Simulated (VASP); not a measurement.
# GeSb2Te4 (R-3m) in VASP: further runs

GeSb2Te4 is run at these levels: PBEsol; tasks: single point.

Program: VASP 6.6.1. These are calculated values, not measurements. Logs are shortened: lines on timing, memory, paths and dates and some standing lists are left out, and cuts for length are marked.

### Step 1. The cell of the first run

The structure is trigonal, space group R-3m (No. 166). Conventional cell: a = 3.352 Å, b = 3.352 Å, c = 44.249 Å, α = 90.00°, β = 90.00°, γ = 120.00°. Within 3.5 Å of Te (site symmetry 3m) lie 3 Ge at 2.67 Å and 9 Te at 3.01 to 3.35 Å. Within 3.8 Å of Te (site symmetry 3m) lie 3 Sb at 2.90 Å and 9 Te at 3.01 to 3.35 Å. Within 3.8 Å of Sb (site symmetry 3m) lie 9 Sb at 2.88 to 3.35 Å and 3 Te at 2.90 Å. Within 3.5 Å of Ge (site symmetry -3m) lie 6 Te at 2.67 Å and 6 Ge at 3.35 Å.

### Step 2. Single point, PBEsol

File INCAR:

```
SYSTEM = GeSb2Te4
ALGO     = Normal         ! electronic algorithm
EDIFF    = 1E-6           ! SCF threshold, eV
ENCUT    = 520            ! plane-wave cutoff, eV
GGA      = PS             ! functional
ISIF     = 2              ! what is computed and relaxed
ISMEAR   = -1             ! smearing method
LASPH    = .True.         ! aspherical terms in the spheres
LCHARG   = .False.        ! write CHGCAR
LREAL    = .False.        ! projectors in reciprocal space
LWAVE    = .False.        ! write WAVECAR
NBANDS   = 33             ! bands
NELM     = 100            ! most SCF steps
PREC     = Accurate       ! precision mode
SIGMA    = 0.05           ! smearing width, eV
```

File KPOINTS:

```
k-points
0
Gamma
  7 7 7
  0 0 0
```

File POSCAR:

```
GeSb2Te4
1.0
    1.6760067643      0.9676429566     14.7495672374
   -1.6760067643      0.9676429566     14.7495672374
    0.0000000000     -1.9352859131     14.7495672374
Te Sb Ge
4 2 1
Direct
    0.7081812772      0.7081812772      0.7081812772
    0.2918187228      0.2918187228      0.2918187228
    0.5729773383      0.5729773383      0.5729773383
    0.4270226617      0.4270226617      0.4270226617
    0.8575064391      0.8575064391      0.8575064391
    0.1424935609      0.1424935609      0.1424935609
    0.0000000000      0.0000000000      0.0000000000
```

Potentials or basis: VASP PAW PBE potentials, release 64 (Te, Sb, Ge_d).

Started as:

```
$ cat potpaw_PBE.64/Te/POTCAR potpaw_PBE.64/Sb/POTCAR potpaw_PBE.64/Ge_d/POTCAR > POTCAR
$ mpirun -np 1 vasp_std > vasp.out
```

OUTCAR:

```text
SYSTEM = GeSb2Te4
   EDIFF = 1E-6
   ENCUT = 520
   GGA = PS
   ISIF = 2
   ISMEAR = -1
   LASPH = .True.
   LREAL = .False.
   NELM = 100
   PREC = Accurate

 ion  position               nearest neighbor table
   1  0.708  0.708  0.708-   7 2.67   7 2.67   7 2.67   4 3.01   4 3.01   4 3.01
   2  0.292  0.292  0.292-   7 2.67   7 2.67   7 2.67   3 3.01   3 3.01   3 3.01
   3  0.573  0.573  0.573-   5 2.90   5 2.90   5 2.90   2 3.01   2 3.01   2 3.01
   4  0.427  0.427  0.427-   6 2.90   6 2.90   6 2.90   1 3.01   1 3.01   1 3.01
   5  0.858  0.858  0.858-   6 2.88   6 2.88   6 2.88   3 2.90   3 2.90   3 2.90
   6  0.142  0.142  0.142-   5 2.88   5 2.88   5 2.88   4 2.90   4 2.90   4 2.90
   7  0.000  0.000  0.000-   1 2.67   1 2.67   2 2.67   2 2.67   1 2.67   2 2.67

  LATTYP: Found a trigonal (rhomboedric) cell.
 ALAT       =    14.8759895555
 COS(alpha) =     0.9746130925

  Lattice vectors:

 A1 = (   1.6760067643,   0.9676429566,  14.7495672374)
 A2 = (  -1.6760067643,   0.9676429566,  14.7495672374)
 A3 = (   0.0000000000,  -1.9352859131,  14.7495672374)

Analysis of symmetry for initial positions (statically):
=====================================================================
 Subroutine PRICEL returns:
 Original cell was already a primitive cell.

 Routine SETGRP: Setting up the symmetry group for a
 trigonal (rhombohedral) supercell.

 Subroutine GETGRP returns: Found 12 space group operations
 (whereof 12 operations were pure point group operations)
 out of a pool of 12 trial point group operations.

The static configuration has the point symmetry D_3d.

Analysis of symmetry for dynamics (positions and initial velocities):
=====================================================================
 Subroutine PRICEL returns:
 Original cell was already a primitive cell.

 Routine SETGRP: Setting up the symmetry group for a
 trigonal (rhombohedral) supercell.

 Subroutine GETGRP returns: Found 12 space group operations
 (whereof 12 operations were pure point group operations)
 out of a pool of 12 trial point group operations.

The dynamic configuration has the point symmetry D_3d.

 Subroutine INISYM returns: Found 12 space group operations
 (whereof 12 operations are pure point group operations),
 and found     1 'primitive' translations

----------------------------------------------------------------------------------------

[... 104 lines left out ...]
   EDIFFG = 0.1E-04   stopping-criterion for IOM
   NSW    =      0    number of steps for IOM
   IBRION =     -1    ionic relax: 0-MD 1-quasi-New 2-CG
   NFREE  =      0    steps in history (QN), initial steepest desc. (CG)
   ISIF   =      2    stress and relaxation
   ISYM   =      2    0-nonsym 1-usesym 2-fastsym
   POTIM  = 0.5000    time-step for ionic-motion
   TEBEG  =    0.0;   TEEND  =   0.0 temperature during run
   PSTRESS=    0.0 pullay stress
   NELECT =      48.0000    total number of electrons
   NUPDOWN=      -1.0000    fix difference up-down
   EMIN   =  10.00;   EMAX   =-10.00  energy-range for DOS
   EFERMI =   0.00;   METHOD = LEGACY
   ISMEAR =    -1;   SIGMA  =   0.05  broadening in eV -4-tet -1-fermi 0-gaus
   EFERMI_NEDOS =   21; number of points for ismear=-14 and -15
   IALGO  =     38    algorithm
   IMIX   =      4    mixing-type and parameters
     AMIX     =   0.40;   BMIX     =  1.00
     AMIX_MAG =   1.60;   BMIX_MAG =  1.00
  volume/ion in A,a.u.               =      20.50       138.36
  Fermi-wavevector in a.u.,A,eV,Ry     =   1.136357  2.147403 17.569299  1.291307
  Thomas-Fermi vector in A             =   2.273062
   LORBIT       =      0    0 simple, 1 ext, 2 COOP (PROOUT), +10 PAW based schemes
   GGA     = PS    functional components
   LHFCALC =     F    Hartree Fock is set to
   AEXX    =    0.0000 exact exchange contribution
   IVDW    =     0    specifies the selected vdW correction
   LEPSILON=     F    determine dielectric tensor
   LRPA    =     F    only Hartree local field effects (RPA)
 non-spin polarized calculation
  energy-cutoff  :      520.00
  volume of cell :      143.52
 maximum number of plane-waves:      3889
   NGX = 55   NGY = 55   NGZ = 55

 number of electron      48.0000002 magnetization

 Free energy of the ion-electron system (eV)
  ---------------------------------------------------
  ext. energy  EPLUGINS =         0.00000000
  ---------------------------------------------------
  free energy    TOTEN  =       -23.91969681 eV

  energy without entropy =      -23.89005844  energy(sigma->0) =      -23.90487763

 E-fermi :  11.7423     XC(G=0): -11.5153

 val. band max:       11.7402570413   @ k =  -0.1429   0.1429   0.0000
 cond. band min:      11.7577519316   @ k =   0.4286   0.4286   0.2857
 fundamental gap:      0.0174948903
 Fermi energy:        11.7423395630

 k-point     1 :       0.0000    0.0000    0.0000
  band No.  band energies     occupation
      1     -13.1387      2.00000
      2     -13.1326      2.00000
      3     -13.1326      2.00000
      4     -13.1012      2.00000
      5     -13.1012      2.00000
      6      -4.5323      2.00000
[... 853 lines left out ...]
     32      16.9174      0.00000
     33      17.3950      0.00000

 [... further k-points ...]

------------------------ aborting loop because EDIFF is reached ----------------------------------------

  FORCE on cell =-STRESS in cart. coord.  units (eV):
  Direction    XX          YY          ZZ          XY          YZ          ZX
  --------------------------------------------------------------------------------------
  -------------------------------------------------------------------------------------
  Total       27.0002790     27.0002790     27.2761868      0.0000000      0.0000000      0.0000000
  in kB      301.4098211    301.4098211    304.4898378      0.0000000      0.0000000      0.0000000
  external PRESSURE =     302.4364933 kB  Pullay stress =       0.0000000 kB

 VOLUME and BASIS-vectors are now :
 -----------------------------------------------------------------------------
  energy-cutoff  :      520.00
  volume of cell :      143.52
      direct lattice vectors                 reciprocal lattice vectors
     1.676006764  0.967642957 14.749567237     0.298328152  0.172239839  0.022599533
    -1.676006764  0.967642957 14.749567237    -0.298328152  0.172239839  0.022599533
     0.000000000 -1.935285913 14.749567237     0.000000000 -0.344479677  0.022599533

 POSITION                                       TOTAL-FORCE (eV/Angst)
 -----------------------------------------------------------------------------------
      0.00000      0.00000     31.33610         0.000000      0.000000      0.021250
      0.00000      0.00000     12.91260         0.000000     -0.000000     -0.021250
      0.00000      0.00000     25.35350         0.000000      0.000000      0.033075
      0.00000      0.00000     18.89520         0.000000     -0.000000     -0.033075
      0.00000      0.00000     37.94355         0.000000      0.000000      0.017030
      0.00000      0.00000      6.30516         0.000000     -0.000000     -0.017030
      0.00000      0.00000      0.00000         0.000000      0.000000      0.000000
 -----------------------------------------------------------------------------------
    total drift:                                0.000000     -0.000000      0.000000

  FREE ENERGIE OF THE ION-ELECTRON SYSTEM (eV)
  ---------------------------------------------------
  free  energy   TOTEN  =       -23.9196968149 eV

  energy  without entropy=      -23.8900584418  energy(sigma->0) =      -23.90487763
```

OSZICAR:

```text
N       E                     dE             d eps       ncg     rms          rms(c)
DAV:   1     0.389540335096E+03    0.38954E+03   -0.19119E+04  3588   0.194E+03
DAV:   2     0.293770750559E+02   -0.36016E+03   -0.34149E+03  3297   0.548E+02
DAV:   3    -0.215260296689E+02   -0.50903E+02   -0.48970E+02  3528   0.122E+02
DAV:   4    -0.240345536551E+02   -0.25085E+01   -0.24788E+01  3537   0.312E+01
DAV:   5    -0.241133440704E+02   -0.78790E-01   -0.78679E-01  3906   0.608E+00    0.227E+01
DAV:   6    -0.239604740693E+02    0.15287E+00   -0.51904E-01  4178   0.440E+00    0.132E+01
DAV:   7    -0.241629173176E+02   -0.20244E+00   -0.11658E+00  3971   0.711E+00    0.230E+00
DAV:   8    -0.239258739470E+02    0.23704E+00   -0.95503E-01  4259   0.546E+00    0.807E-01
DAV:   9    -0.239197075523E+02    0.61664E-02   -0.79968E-02  3547   0.126E+00    0.483E-01
DAV:  10    -0.239204046025E+02   -0.69705E-03   -0.98093E-03  3531   0.419E-01    0.605E-01
DAV:  11    -0.239206600408E+02   -0.25544E-03   -0.31989E-04  3753   0.105E-01    0.761E-01
DAV:  12    -0.239198816420E+02    0.77840E-03   -0.82716E-04  3510   0.174E-01    0.400E-01
DAV:  13    -0.239197388118E+02    0.14283E-03   -0.82126E-04  3486   0.151E-01    0.191E-01
DAV:  14    -0.239197346749E+02    0.41369E-05   -0.12727E-04  3478   0.495E-02    0.190E-01
DAV:  15    -0.239197290946E+02    0.55802E-05   -0.37902E-06  3559   0.129E-02    0.165E-01
DAV:  16    -0.239197046762E+02    0.24418E-04   -0.23509E-05  3437   0.239E-02    0.857E-02
DAV:  17    -0.239196969918E+02    0.76844E-05   -0.60478E-06  3683   0.142E-02    0.716E-02
DAV:  18    -0.239196968149E+02    0.17685E-06   -0.29996E-07  1839   0.287E-03
   1 F= -.23919697E+02 E0= -.23904878E+02  d E =-.296384E-01
```

It took 60 min on 1 thread of Intel Xeon 6975P-C (Granite Rapids), shared host; peak memory 2.2 GiB.

What came out:

| Property | Result |
| --- | --- |
| Free energy | -23.9197 eV |
| Pressure | 30.2 GPa |
| Largest force | 0.033 eV/Å |
| Band gap on the k mesh | zero (bands 24 and 25 overlap by 4.16 eV) |

Forces in eV/Å, atoms in the order of the input:
```
Te   0.000  0.000  0.021
Te   0.000  0.000 -0.021
Te   0.000  0.000  0.033
Te   0.000  0.000 -0.033
Sb   0.000  0.000  0.017
Sb   0.000  0.000 -0.017
Ge   0.000  0.000  0.000
```

Stress tensor (GPa, compression positive):
```
30.14  0.00  0.00
 0.00 30.14  0.00
 0.00  0.00 30.45
```

Levels at points of the mesh, in eV from the Fermi level:
```
           k point  band 22  band 23  band 24  band 25  band 26  band 27
(0.00, 0.00, 0.00)     1.53     1.53     1.71     2.82     2.82     3.79
```

Caveat: the cell stands under pressure; the PAW data sets were made with another functional, which shifts forces and pressure a little; spin-orbit coupling is left out, which moves the levels of the heavy elements.

### Step 3. Single point, PBEsol

This run uses another cell than the first one, of 30.52 Å³/atom.

File INCAR:

```
PREC = Accurate
ENCUT = 520
EDIFF = 1E-6
ISMEAR = -1
SIGMA = 0.05
LREAL = F
LASPH = T
NELM = 100
ALGO = Normal
ISIF = 2
LWAVE = F
LCHARG = T
GGA = PS
LELF = T
LVHAR = T
NBANDS = 33
```

File KPOINTS:

```
Automatic mesh
0
Gamma
  7 7 7
```

File POSCAR:

```
GeSb2Te4
1.0
    2.1592890373      1.2466661070     13.2280394098
   -2.1592890373      1.2466661070     13.2280394098
    0.0000000000     -2.4933322139     13.2280394098
Te Sb Ge
4 2 1
Direct
    0.7089720000      0.7089720000      0.7089720000
    0.2910280000      0.2910280000      0.2910280000
    0.5696830000      0.5696830000      0.5696830000
    0.4303170000      0.4303170000      0.4303170000
    0.8594110000      0.8594110000      0.8594110000
    0.1405890000      0.1405890000      0.1405890000
    0.0000000000      0.0000000000      0.0000000000
```

Potentials or basis: VASP PAW PBE potentials, release 64 (Te, Sb, Ge_d).

Started as:

```
$ cat potpaw_PBE.64/Te/POTCAR potpaw_PBE.64/Sb/POTCAR potpaw_PBE.64/Ge_d/POTCAR > POTCAR
$ mpirun -np 1 vasp_std > vasp.out
```

Wall time 1.6 h (1 thread of AMD EPYC 7R43 (Zen 3), shared host); peak memory 1.8 GiB.

It converged, with:

* Free energy: -28.1380 eV
* Pressure: -2.6 GPa
* Largest force: 0.101 eV/Å
* Band gap on the k mesh: zero (bands 24 and 25 overlap by 0.17 eV)

Forces in eV/Å, atoms in the order of the input:
```
Te   0.000  0.000 -0.101
Te   0.000  0.000  0.101
Te   0.000  0.000  0.035
Te   0.000  0.000 -0.035
Sb   0.000  0.000 -0.039
Sb   0.000  0.000  0.039
Ge   0.000  0.000  0.000
```

Stress tensor (GPa, compression positive):
```
-2.49  0.00  0.00
 0.00 -2.49  0.00
 0.00  0.00 -2.76
```

Levels at points of the mesh, in eV from the Fermi level:
```csv
k point,band 20,band 21,band 22,band 23,band 24,band 25,band 26,band 27,band 28,band 29
"(0.00, 0.00, 0.00)",-1.23,-1.07,-1.07,-0.95,-0.15,0.09,0.09,0.66,1.17,1.17
```

Caveat: the PAW data sets were made with another functional, which shifts forces and pressure a little; spin-orbit coupling is left out, which moves the levels of the heavy elements.
